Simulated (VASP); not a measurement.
Set up this calculation in VASP 6.6.1, as the native input.

```
Task                   : single point
Functional             : PBE
Potentials or basis    : VASP PAW PBE potentials, release 64 (Cs_sv, Si)
Cutoff                 : 520 eV
k mesh                 : 4 × 4 × 4
Occupations            : gaussian, width 0.1 eV
Spin                   : no spin polarisation
Dipole correction      : no
Further INCAR settings : ALGO = Normal; EDIFF = 1e-06; NBANDS = 24
```

The structure of Cs3Si lies in POSCAR:

```
Cs3Si
1.0
    5.8794614151      0.0000000000      0.0000000000
    0.0000000000      5.8794614151      0.0000000000
    0.0000000000      0.0000000000      5.8794614151
Cs Si
3 1
Direct
    0.0000000000      0.5000000000      0.5000000000
    0.5000000000      0.0000000000      0.5000000000
    0.5000000000      0.5000000000      0.0000000000
    0.0000000000      0.0000000000      0.0000000000
```

The input as run:

INCAR

```
SYSTEM = Cs3Si
PREC = Accurate ; ENCUT = 520
EDIFF = 1E-6 ; ISMEAR = 0
SIGMA = 0.1 ; LREAL = .FALSE.
LASPH = .TRUE. ; NELM = 80
ALGO = Normal ; ISIF = 2
LWAVE = .FALSE. ; LCHARG = .FALSE.
GGA = PE ; NBANDS = 24
```

KPOINTS

```
Automatic mesh
0
G
  4 4 4
  0 0 0
```

Potentials or basis: VASP PAW PBE potentials, release 64 (Cs_sv, Si).

The run is started by

```bash
$ cat potpaw_PBE.64/Cs_sv/POTCAR potpaw_PBE.64/Si/POTCAR > POTCAR
$ mpirun -np 1 vasp_std > vasp.out
```

It gave:

| Property | Result |
| --- | --- |
| Pressure | 0.3 GPa |
| Band gap on the k mesh | zero (an odd number of electrons rules out a gap without spin polarisation) |

Caveat: spin-orbit coupling is left out, which moves the levels of the heavy elements.

It took 32 s on 1 thread of Intel(R) Xeon(R) 6975P-C (Granite Rapids), with other jobs on the host, peak memory 0.32 GiB.
